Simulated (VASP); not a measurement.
# TmI4 (P4/mmm) in VASP: single point with PBE

Aim: the single point of TmI4 with PBE.

Program: VASP 6.6.1. These are calculated values, not measurements. Logs are shortened: lines on timing, memory, paths and dates and some standing lists are left out, and cuts for length are marked.

## (1) The cell of the first run

The structure is tetragonal, space group P4/mmm (No. 123). The conventional cell has a = 7.708 Å, b = 7.708 Å, c = 5.102 Å, α = 90.00°, β = 90.00°, γ = 90.00°. Within 3.8 Å of Tm (site symmetry 4/mmm) lie 4 I at 2.86 Å. Within 3.8 Å of I (site symmetry m2m) lie 1 Tm at 2.86 Å and 2 I at 3.67 Å.

The cell was generated, and may not be a known phase.

## (2) Single point, PBE

Input file INCAR:

```
ALGO = Normal ; EDIFF = 1E-6
ENCUT = 500 ; GGA = PE
GGA_COMPAT = F ; ISIF = 2
ISMEAR = 0 ; LASPH = T
LCHARG = T ; LELF = T
LMAXMIX = 6 ; LREAL = F
LVHAR = T ; LWAVE = F
NBANDS = 26 ; NELM = 200
PREC = Accurate ; SIGMA = 0.2
```

Input file KPOINTS:

```
k-points
0
Gamma
  3 3 4
```

Input file POSCAR:

```
TmI4
1.0
    7.7082508286      0.0000000000      0.0000000000
    0.0000000000      7.7082508286      0.0000000000
    0.0000000000      0.0000000000      5.1019934664
Tm I
1 4
Direct
    0.0000000000      0.0000000000      0.5000000000
    0.7378576479      0.7378576479      0.5000000000
    0.2621423521      0.2621423521      0.5000000000
    0.2621423521      0.7378576479      0.5000000000
    0.7378576479      0.2621423521      0.5000000000
```

Potentials or basis: VASP PAW PBE potentials, release 64 (Tm_3, I), 4f in core.

The run is started by

```sh
$ cat potpaw_PBE.64/Tm_3/POTCAR potpaw_PBE.64/I/POTCAR > POTCAR
$ mpirun -np 1 vasp_std > vasp.out
```

OUTCAR:

```text
EDIFF = 1E-6
   ENCUT = 500
   GGA = PE
   ISIF = 2
   ISMEAR = 0
   LASPH = T
   LREAL = F
   NELM = 200
   PREC = Accurate

 ion  position               nearest neighbor table
   1  0.000  0.000  0.500-   2 2.86   3 2.86   4 2.86   5 2.86
   2  0.738  0.738  0.500-   1 2.86
   3  0.262  0.262  0.500-   1 2.86
   4  0.262  0.738  0.500-   1 2.86
   5  0.738  0.262  0.500-   1 2.86

  LATTYP: Found a simple tetragonal cell.
 ALAT       =     7.7082508286
 C/A-ratio  =     0.6618873179

  Lattice vectors:

 A1 = (   7.7082508286,   0.0000000000,   0.0000000000)
 A2 = (   0.0000000000,   7.7082508286,   0.0000000000)
 A3 = (   0.0000000000,   0.0000000000,   5.1019934664)

Analysis of symmetry for initial positions (statically):
=====================================================================
 Subroutine PRICEL returns:
 Original cell was already a primitive cell.

 Routine SETGRP: Setting up the symmetry group for a
 simple tetragonal supercell.

 Subroutine GETGRP returns: Found 16 space group operations
 (whereof 16 operations were pure point group operations)
 out of a pool of 16 trial point group operations.

The static configuration has the point symmetry D_4h.

Analysis of symmetry for dynamics (positions and initial velocities):
=====================================================================
 Subroutine PRICEL returns:
 Original cell was already a primitive cell.

 Routine SETGRP: Setting up the symmetry group for a
 simple tetragonal supercell.

 Subroutine GETGRP returns: Found 16 space group operations
 (whereof 16 operations were pure point group operations)
 out of a pool of 16 trial point group operations.

The dynamic configuration has the point symmetry D_4h.

 Subroutine INISYM returns: Found 16 space group operations
 (whereof 16 operations are pure point group operations),
 and found     1 'primitive' translations

----------------------------------------------------------------------------------------

                                     Primitive cell

  volume of cell :     303.1458

  direct lattice vectors                    reciprocal lattice vectors
     7.708250829  0.000000000  0.000000000     0.129731118  0.000000000  0.000000000
     0.000000000  7.708250829  0.000000000     0.000000000  0.129731118  0.000000000
     0.000000000  0.000000000  5.101993466     0.000000000  0.000000000  0.196001819

  length of vectors
     7.708250829  7.708250829  5.101993466     0.129731118  0.129731118  0.196001819

  position of ions in fractional coordinates (direct lattice)
     0.000000000  0.000000000  0.500000000
     0.737857648  0.737857648  0.500000000
     0.262142352  0.262142352  0.500000000
     0.262142352  0.737857648  0.500000000
     0.737857648  0.262142352  0.500000000

  ion indices of the primitive-cell ions
   primitive index   ion index
                 1           1
                 2           2
                 3           3
                 4           4
                 5           5

----------------------------------------------------------------------------------------

 KPOINTS: k-points

Automatic generation of k-mesh.
 Grid dimensions read from file:
 generate k-points for:    3    3    4

 Generating k-lattice:

  Cartesian coordinates                     Fractional coordinates (reciprocal lattice)
     0.043243706  0.000000000  0.000000000     0.333333333  0.000000000  0.000000000
     0.000000000  0.043243706  0.000000000     0.000000000  0.333333333  0.000000000
     0.000000000  0.000000000  0.049000455     0.000000000  0.000000000  0.250000000

  Length of vectors
     0.043243706  0.043243706  0.049000455

  Shift w.r.t. Gamma in fractional coordinates (k-lattice)
     0.000000000  0.000000000  0.000000000

 Subroutine IBZKPT returns following result:
 ===========================================

 Found      9 irreducible k-points:

 Following reciprocal coordinates:
            Coordinates               Weight
  0.000000  0.000000  0.000000      1.000000
  0.333333  0.000000  0.000000      4.000000
  0.333333  0.333333  0.000000      4.000000
  0.000000  0.000000  0.250000      2.000000
  0.333333  0.000000  0.250000      8.000000
  0.333333  0.333333  0.250000      8.000000
  0.000000  0.000000  0.500000      1.000000
  0.333333  0.000000  0.500000      4.000000
  0.333333  0.333333  0.500000      4.000000
   k-points           NKPTS =      9   k-points in BZ     NKDIM =      9   number of bands    NBANDS=     26
   number of dos      NEDOS =    301   number of ions     NIONS =      5
   total plane-waves  NPLWV = 125440
   dimension x,y,z NGX =    56 NGY =   56 NGZ =   40
   dimension x,y,z NGXF=   112 NGYF=  112 NGZF=   80
   ions per type =               1   4
   NGX,Y,Z   is equivalent  to a cutoff of  12.08, 12.08, 13.03 a.u.
   NGXF,Y,Z  is equivalent  to a cutoff of  24.16, 24.16, 26.07 a.u.
 SYSTEM =  unknown system
   PREC   = accura    normal or accurate (medium, high low for compatibility)
   ISTART =      0    job   : 0-new  1-cont  2-samecut
   ICHARG =      2    charge: 1-file 2-atom 10-const
   ISPIN  =      1    spin polarized calculation?
   LNONCOLLINEAR =      F non collinear calculations
   LSORBIT =      F    spin-orbit coupling
   LASPH  =      T    aspherical Exc in radial PAW
   ENCUT  =  500.0 eV  36.75 Ry    6.06 a.u.  14.05 14.05  9.30*2*pi/ulx,y,z
   NELM   =    200;   NELMIN=  2; NELMDL= -5     # of ELM steps
   EDIFF  = 0.1E-05   stopping-criterion for ELM
   LREAL  =      F    real-space projection
   EDIFFG = 0.1E-04   stopping-criterion for IOM
   NSW    =      0    number of steps for IOM
   IBRION =     -1    ionic relax: 0-MD 1-quasi-New 2-CG
   NFREE  =      0    steps in history (QN), initial steepest desc. (CG)
   ISIF   =      2    stress and relaxation
   ISYM   =      2    0-nonsym 1-usesym 2-fastsym
   POTIM  = 0.5000    time-step for ionic-motion
   TEBEG  =    0.0;   TEEND  =   0.0 temperature during run
   PSTRESS=    0.0 pullay stress
   NELECT =      37.0000    total number of electrons
   NUPDOWN=      -1.0000    fix difference up-down
   EMIN   =  10.00;   EMAX   =-10.00  energy-range for DOS
   EFERMI =   0.00;   METHOD = LEGACY
   ISMEAR =     0;   SIGMA  =   0.20  broadening in eV -4-tet -1-fermi 0-gaus
   EFERMI_NEDOS =   21; number of points for ismear=-14 and -15
   IALGO  =     38    algorithm
   IMIX   =      4    mixing-type and parameters
     AMIX     =   0.40;   BMIX     =  1.00
     AMIX_MAG =   1.60;   BMIX_MAG =  1.00
  volume/ion in A,a.u.               =      60.63       409.15
  Fermi-wavevector in a.u.,A,eV,Ry     =   0.812066  1.534583  8.972387  0.659452
  Thomas-Fermi vector in A             =   1.921541
   LORBIT       =      0    0 simple, 1 ext, 2 COOP (PROOUT), +10 PAW based schemes
   GGA     = PE    functional components
   LHFCALC =     F    Hartree Fock is set to
   AEXX    =    0.0000 exact exchange contribution
   IVDW    =     0    specifies the selected vdW correction
   LEPSILON=     F    determine dielectric tensor
   LRPA    =     F    only Hartree local field effects (RPA)
 non-spin polarized calculation
 Gauss-broadening in eV      SIGMA  =   0.20
  energy-cutoff  :      500.00
  volume of cell :      303.15
 maximum number of plane-waves:      7710
   NGX = 29   NGY = 29   NGZ = 19

 number of electron      37.0000006 magnetization

 Free energy of the ion-electron system (eV)
  ---------------------------------------------------
  ext. energy  EPLUGINS =         0.00000000
  ---------------------------------------------------
  free energy    TOTEN  =       -13.88498407 eV

  energy without entropy =      -13.80361927  energy(sigma->0) =      -13.84430167

 E-fermi :  -0.2443     XC(G=0):  -6.3204

 val. band max:       -0.3865985733   @ k =   0.0000   0.0000   0.5000
 cond. band min:      -0.1863263669   @ k =   0.3333   0.0000   0.0000
 fundamental gap:      0.2002722064
 Fermi energy:        -0.2442661532

 k-point     1 :       0.0000    0.0000    0.0000
  band No.  band energies     occupation
      1     -26.3592      2.00000
      2     -25.8988      2.00000
      3     -25.8988      2.00000
      4     -12.2529      2.00000
      5     -11.7110      2.00000
      6     -11.7110      2.00000
[... 18 lines left out ...]
     25       4.6496      0.00000
     26       5.4992      0.00000

 k-point     2 :       0.3333    0.0000    0.0000
  band No.  band energies     occupation
      1     -26.3592      2.00000
      2     -25.8988      2.00000
      3     -25.8988      2.00000
      4     -12.1324      2.00000
      5     -11.8580      2.00000
      6     -11.7255      2.00000
[... 18 lines left out ...]
     25       5.1466      0.00000
     26       5.4896      0.00000

 k-point     3 :       0.3333    0.3333    0.0000
  band No.  band energies     occupation
      1     -26.3592      2.00000
      2     -25.8988      2.00000
      3     -25.8988      2.00000
      4     -12.0328      2.00000
      5     -11.8808      2.00000
      6     -11.7266      2.00000
[... 18 lines left out ...]
     25       5.0780      0.00000
     26       5.2887      0.00000

 k-point     4 :       0.0000    0.0000    0.2500
  band No.  band energies     occupation
      1     -26.3604      2.00000
      2     -25.8987      2.00000
      3     -25.8987      2.00000
      4     -12.2386      2.00000
      5     -11.6988      2.00000
      6     -11.6988      2.00000
[... 18 lines left out ...]
     25       4.5738      0.00000
     26       5.2733      0.00000

 k-point     5 :       0.3333    0.0000    0.2500
  band No.  band energies     occupation
      1     -26.3604      2.00000
      2     -25.8987      2.00000
      3     -25.8987      2.00000
      4     -12.1185      2.00000
      5     -11.8452      2.00000
      6     -11.7142      2.00000
[... 18 lines left out ...]
     25       5.2327      0.00000
     26       5.4516      0.00000

 k-point     6 :       0.3333    0.3333    0.2500
  band No.  band energies     occupation
      1     -26.3604      2.00000
      2     -25.8987      2.00000
      3     -25.8987      2.00000
      4     -12.0194      2.00000
      5     -11.8686      2.00000
      6     -11.7142      2.00000
[... 18 lines left out ...]
     25       4.9805      0.00000
     26       5.7674      0.00000

 k-point     7 :       0.0000    0.0000    0.5000
  band No.  band energies     occupation
      1     -26.3616      2.00000
      2     -25.8986      2.00000
      3     -25.8986      2.00000
      4     -12.2242      2.00000
      5     -11.6865      2.00000
      6     -11.6865      2.00000
[... 18 lines left out ...]
     25       4.5344      0.00000
     26       4.9980      0.00000

 k-point     8 :       0.3333    0.0000    0.5000
  band No.  band energies     occupation
      1     -26.3616      2.00000
      2     -25.8986      2.00000
      3     -25.8986      2.00000
      4     -12.1045      2.00000
      5     -11.8323      2.00000
      6     -11.7027      2.00000
[... 18 lines left out ...]
     25       5.3650      0.00000
     26       5.4045      0.00000

 k-point     9 :       0.3333    0.3333    0.5000
  band No.  band energies     occupation
      1     -26.3616      2.00000
      2     -25.8986      2.00000
      3     -25.8986      2.00000
      4     -12.0061      2.00000
      5     -11.8562      2.00000
      6     -11.7017      2.00000
[... 18 lines left out ...]
     25       4.7452      0.00000
     26       5.7470      0.00000

------------------------ aborting loop because EDIFF is reached ----------------------------------------

  FORCE on cell =-STRESS in cart. coord.  units (eV):
  Direction    XX          YY          ZZ          XY          YZ          ZX
  --------------------------------------------------------------------------------------
  -------------------------------------------------------------------------------------
  Total        1.4159614      1.4159614      0.6316849      0.0000000     -0.0000000      0.0000000
  in kB        7.4835976      7.4835976      3.3385627      0.0000000     -0.0000000      0.0000000
  external PRESSURE =       6.1019193 kB  Pullay stress =       0.0000000 kB

 VOLUME and BASIS-vectors are now :
 -----------------------------------------------------------------------------
  energy-cutoff  :      500.00
  volume of cell :      303.15
      direct lattice vectors                 reciprocal lattice vectors
     7.708250829  0.000000000  0.000000000     0.129731118  0.000000000  0.000000000
     0.000000000  7.708250829  0.000000000     0.000000000  0.129731118  0.000000000
     0.000000000  0.000000000  5.101993466     0.000000000  0.000000000  0.196001819

 POSITION                                       TOTAL-FORCE (eV/Angst)
 -----------------------------------------------------------------------------------
      0.00000      0.00000      2.55100        -0.000000     -0.000000     -0.000000
      5.68759      5.68759      2.55100         0.046318      0.046318     -0.000000
      2.02066      2.02066      2.55100        -0.046318     -0.046318     -0.000000
      2.02066      5.68759      2.55100        -0.046318      0.046318      0.000000
      5.68759      2.02066      2.55100         0.046318     -0.046318     -0.000000
 -----------------------------------------------------------------------------------
    total drift:                                0.000000     -0.000000      0.000000

  FREE ENERGIE OF THE ION-ELECTRON SYSTEM (eV)
  ---------------------------------------------------
  free  energy   TOTEN  =       -13.8849840683 eV

  energy  without entropy=      -13.8036192670  energy(sigma->0) =      -13.84430167
```

Wall time 44 s (1 thread of Intel Xeon 6975P-C (Granite Rapids), shared host); peak memory 0.36 GiB.

What came out:

```
Free energy            : -13.8850 eV
Pressure               : 0.6 GPa
Largest force          : 0.066 eV/Å
Band gap on the k mesh : zero (an odd number of electrons rules out a gap without spin polarisation)
```

Forces on the atoms (eV/Å):
```
Tm   0.000  0.000  0.000
I    0.046  0.046  0.000
I   -0.046 -0.046  0.000
I   -0.046  0.046  0.000
I    0.046 -0.046  0.000
```

Stress tensor (GPa, compression positive):
```
0.75 0.00 0.00
0.00 0.75 0.00
0.00 0.00 0.33
```

Caveat: spin-orbit coupling is left out, which moves the levels of the heavy elements; this functional lacks dispersion, which binds layers or chains, so the pressure and a relaxed spacing across them are unreliable; the 4f electrons are frozen in the core, so they carry no moment and show no levels; an odd number of electrons without spin polarisation forces a metal; a magnetic or distorted state may lie lower; the run has no spin polarisation, though such a crystal can be magnetic.

The gap in the log of VASP goes by the Fermi energy; the results here count the filled bands.